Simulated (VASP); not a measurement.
Pd, 3 atoms in the cell. Symmetry: Fm-3m, No. 225, cubic system. The conventional cell has a = 3.945 Å, b = 3.945 Å, c = 3.945 Å, α = 90.00°, β = 90.00°, γ = 90.00°. Within 3.7 Å of Pd (site symmetry m-3m) lie 12 Pd at 2.79 Å. 

* Program: VASP 6.6.1
* Task: single point
* Functional: PBE
* Potentials or basis: VASP PAW PBE potentials, release 64 (Pd)
* Cutoff: 520 eV
* k mesh: 17 × 17 × 6
* Occupations: fermi-dirac, width 0.08 eV
* Spin: no spin polarisation
* Dipole correction: no
* Further INCAR settings: ALGO = Normal; EDIFF = 1e-06; NBANDS = 22

Potentials or basis: VASP PAW PBE potentials, release 64 (Pd).

Command:

```console
$ cat potpaw_PBE.64/Pd/POTCAR > POTCAR
$ mpirun -np 1 vasp_std > vasp.out
```

Hardware: 1 thread of AMD EPYC 7R13 Processor (Zen 3), with other jobs on the host.

Question: How long does it take, and how much memory?

Answer: It took 2.7 min on 1 thread of AMD EPYC 7R13 Processor (Zen 3), with other jobs on the host, peak memory 0.25 GiB. Counts: scf iterations 11, k points 180.
